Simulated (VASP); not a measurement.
Wanted: the native input for a VASP 6.6.1 run.

* Task: relaxation of cell and atoms
* Functional: PBE
* Potentials or basis: VASP PAW PBE potentials, release 64 (B, N)
* Cutoff: 600 eV
* k mesh: 3 × 3 × 8
* Occupations: gaussian, width 0.1 eV
* Spin: no spin polarisation
* Dipole correction: no
* Further INCAR settings: ALGO = Normal; EDIFF = 1e-07; IBRION = 2; EDIFFG = -0.04; NSW = 90; ISIF = 3

The structure of BN lies in POSCAR:

```
BN
1.0
    6.1522440700      0.0000000000      0.0000000000
   -3.0761220300      5.3279996500      0.0000000000
    0.0000000000      0.0000000000      2.4608980500
B N
4 4
Direct
    0.5333333200      0.0666666400      0.0000000000
    0.9333333600      0.4666666800      0.0000000000
    0.5333333200      0.4666666800      0.0000000000
    0.3333333300      0.6666666700      0.5000000000
    0.4666666800      0.9333333600      0.5000000000
    0.0666666400      0.5333333200      0.5000000000
    0.4666666800      0.5333333200      0.5000000000
    0.6666666700      0.3333333300      0.0000000000
```

The input as run:

INCAR

```
PREC     = Accurate       # precision mode
ENCUT    = 600            # plane-wave cutoff, eV
EDIFF    = 1E-7           # SCF threshold, eV
ISMEAR   = 0              # smearing method
SIGMA    = 0.1            # smearing width, eV
LREAL    = False          # projectors in reciprocal space
LASPH    = True           # aspherical terms in the spheres
NELM     = 80             # most SCF steps
ALGO     = Normal         # electronic algorithm
ISIF     = 3              # what is computed and relaxed
LWAVE    = False          # write WAVECAR
LCHARG   = False          # write CHGCAR
GGA      = PE             # functional
IBRION   = 2              # ionic algorithm
NSW      = 90             # ionic steps
EDIFFG   = -0.04          # ionic threshold
```

KPOINTS

```
regular mesh
0
Gamma
  3 3 8
```

Potentials or basis: VASP PAW PBE potentials, release 64 (B, N).

Run with:

```bash
$ cat potpaw_PBE.64/B/POTCAR potpaw_PBE.64/N/POTCAR > POTCAR
$ mpirun -np 1 vasp_std > vasp.out
```

Results of the run:

```
Relaxed volume                         : 11.12 Å³/atom
Relaxed cell                           : a = 6.397 Å, b = 6.397 Å, c = 2.510 Å, α = 90.00°, β = 90.00°, γ = 120.00°
Space group after relaxing (to 0.05 Å) : P-6m2 (No. 187)
Energy gained by relaxing              : 67.8 meV/atom
Ionic steps                            : 7
Pressure after relaxing                : 0.0 GPa
Largest force after relaxing           : 0.031 eV/Å
Band gap on the k mesh                 : zero (band 16 reaches 3.14 eV, above the bottom of band 17 at 2.41 eV)
```

Caveat: the k points lie up to 0.38 Å⁻¹ apart in the final cell.

Wall time 2.2 min on 1 thread of AMD EPYC 9R45 96-Core Processor (Zen 5), on a shared host, peak memory 0.18 GiB.
